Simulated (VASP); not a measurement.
Wanted: the native input for a VASP 6.6.1 run.

* Task: single point
* Functional: PBE
* Potentials or basis: VASP PAW PBE potentials, release 64 (Si, O, H)
* Cutoff: 520 eV
* k mesh: 1 × 1 × 1
* Occupations: gaussian, width 0.02 eV
* Spin: no spin polarisation
* Dipole correction: no
* Further INCAR settings: LREAL = Auto; ALGO = Normal; EDIFF = 1e-06; NBANDS = 235

The structure of Si23H4O48 (a cell with a defect) lies in POSCAR:

```
Si23H4O48
1.0
    9.8316000000      0.0000000000      0.0000000000
   -4.9158000000      8.5144150000      0.0000000000
    0.0000000000      0.0000000000     10.8182000000
Si O H
23 48 4
Direct
    0.2668430000      0.0009767400      0.1634700000
    0.0028516000      0.2703680000      0.3357050000
    0.2306050000      0.2354080000      0.0001007300
    0.2653480000      0.9977494000      0.6636500000
    0.9932126000      0.2663560000      0.8350300000
    0.2323110000      0.2285110000      0.5017520000
    0.2682820000      0.5027390000      0.1672110000
    0.9997803800      0.7676140000      0.3331480000
    0.2338640000      0.7330290000      0.9966533000
    0.9989205000      0.7666930000      0.8327140000
    0.2344290000      0.7356140000      0.4976220000
    0.7692410000      0.0042952000      0.1672390000
    0.4984520000      0.2670890000      0.3326380000
    0.7266420000      0.2320240000      0.0002954000
    0.7657180000      0.0012322000      0.6669000000
    0.4945750000      0.2657660000      0.8320270000
    0.7327730000      0.2338080000      0.4992370000
    0.7651740000      0.5008340000      0.1672980000
    0.5011880000      0.7703670000      0.3320530000
    0.7350830000      0.7369020000      0.0012113000
    0.7631940000      0.4995590000      0.6663380000
    0.5046480000      0.7692100000      0.8316280000
    0.7327490000      0.7354920000      0.4996880000
    0.0687650000      0.2066210000      0.4462400000
    0.2961240000      0.3658270000      0.1099080000
    0.1402060000      0.4347450000      0.2786630000
    0.2024600000      0.0698960000      0.0553950000
    0.3623780000      0.2944360000      0.3913610000
    0.4306990000      0.1384180000      0.2213530000
    0.0654320000      0.2098730000      0.9457150000
    0.3038820000      0.3517710000      0.6166480000
    0.1356700000      0.4290170000      0.7780800000
    0.1997120000      0.0574320000      0.5499300000
    0.3584550000      0.2958220000      0.8879650000
    0.4284840000      0.1364520000      0.7217280000
    0.0679010000      0.7063220000      0.4438320000
    0.2991160000      0.8684090000      0.1031500000
    0.1368330000      0.9300380000      0.2735220000
    0.2040780000      0.5698520000      0.0580140000
    0.3639780000      0.7993980000      0.3865800000
    0.4342950000      0.6406840000      0.2215190000
    0.0677460000      0.7049810000      0.9423610000
    0.2993620000      0.8643310000      0.6090240000
    0.1350350000      0.9300380000      0.7738950000
    0.2058530000      0.5699500000      0.5554350000
    0.3593880000      0.7870590000      0.8833780000
    0.4574520000      0.6484340000      0.7143040000
    0.5683340000      0.2046660000      0.4411890000
    0.7907210000      0.3628830000      0.1097040000
    0.6344730000      0.4331810000      0.2768560000
    0.7032200000      0.0691220000      0.0573170000
    0.8658290000      0.2991990000      0.3913950000
    0.9337440000      0.1415760000      0.2241200000
    0.5617480000      0.2046160000      0.9436860000
    0.7914020000      0.3622690000      0.6109670000
    0.6303510000      0.4323090000      0.7751710000
    0.7053660000      0.0690910000      0.5554790000
    0.8539980000      0.2927100000      0.8882170000
    0.9307640000      0.1366270000      0.7244910000
    0.5684650000      0.7078670000      0.4422990000
    0.7990200000      0.8685060000      0.1101390000
    0.6394420000      0.9356300000      0.2772850000
    0.7054800000      0.5714430000      0.0574340000
    0.8637870000      0.7971160000      0.3899890000
    0.9305870000      0.6356190000      0.2243800000
    0.5697540000      0.7090080000      0.9453830000
    0.7944690000      0.8645580000      0.6107280000
    0.6368080000      0.9393260000      0.7782680000
    0.7041320000      0.5699330000      0.5561050000
    0.8633810000      0.7966100000      0.8896810000
    0.9285160000      0.6335080000      0.7246220000
    0.4522990000      0.5477660000      0.7253400000
    0.2297450000      0.3561110000      0.6755540000
    0.2822899300      0.5817902500      0.5871317500
    0.1163320000      0.4796660000      0.7069560000
```

These files were run (other wordings do the same):

INCAR

```
PREC = Accurate ; ENCUT = 520
EDIFF = 1E-6 ; ISMEAR = 0
SIGMA = 0.02 ; LREAL = Auto
LASPH = T ; NELM = 60
ALGO = Normal ; ISIF = 2
LWAVE = F ; LCHARG = T
GGA = PE ; LELF = T
LVHAR = T ; NBANDS = 235
```

KPOINTS

```
regular mesh
0
Gamma
  1 1 1
```

Potentials or basis: VASP PAW PBE potentials, release 64 (Si, O, H).

The run is started by

```bash
$ cat potpaw_PBE.64/Si/POTCAR potpaw_PBE.64/O/POTCAR potpaw_PBE.64/H/POTCAR > POTCAR
$ mpirun -np 1 vasp_gam > vasp.out
```

It gave:

| Quantity | Value |
| --- | --- |
| Pressure | 3.6 GPa |
| Largest force | 20.915 eV/Å |
| Band gap on the k mesh | 5.74 eV |

Caveat: the k points lie up to 0.74 Å⁻¹ apart.

Run time: 6.9 min on 1 thread of AMD EPYC 7R13 Processor (Zen 3), with other jobs on the host, peak memory 0.95 GiB.
